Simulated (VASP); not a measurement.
A run of VASP 6.6.1 is set up as follows.

The input INCAR:

```
ALGO = Normal ; EDIFF = 1E-8
ENCUT = 520 ; ISIF = 2
ISMEAR = -1 ; LASPH = T
LCHARG = F ; LEFG = T
LREAL = F ; LWAVE = F
NBANDS = 13 ; NELM = 80
PREC = Accurate ; SIGMA = 0.03
```

The input KPOINTS:

```
k-points
0
Gamma
  12 12 12
```

Contents of POSCAR:

```
HfH2
1.0
   -1.7390000000      1.7390000000      2.1805000000
    1.7390000000     -1.7390000000      2.1805000000
    1.7390000000      1.7390000000     -2.1805000000
Hf H
1 2
Direct
    0.0000000000      0.0000000000      0.0000000000
    0.7500000000      0.2500000000      0.5000000000
    0.2500000000      0.7500000000      0.5000000000
```

Potentials or basis: VASP PAW LDA potentials, release 64 (Hf_pv, H).

Run with:

```console
$ cat potpaw_LDA.64/Hf_pv/POTCAR potpaw_LDA.64/H/POTCAR > POTCAR
$ mpirun -np 1 vasp_std > vasp.out
```

**Question.** Estimate the band gap on the k mesh.

**Answer.** Zero (bands 6 and 7 overlap by 1.07 eV).

**Question.** Estimate the pressure.

**Answer.** -8.5 GPa.

Electric field gradients, principal values (V/Å²):
```tsv
atom	least	middle	greatest (by size)
1 Hf	13.195	13.196	-26.391
2 H	0.051	0.054	-0.105
3 H	0.051	0.054	-0.105
```

Caveat: the cell stands under tension; without QUAD_EFG the Cq values of the log hold for a quadrupole moment of 1 mb, not for the nuclei; spin-orbit coupling is left out, which moves the levels of the heavy elements.
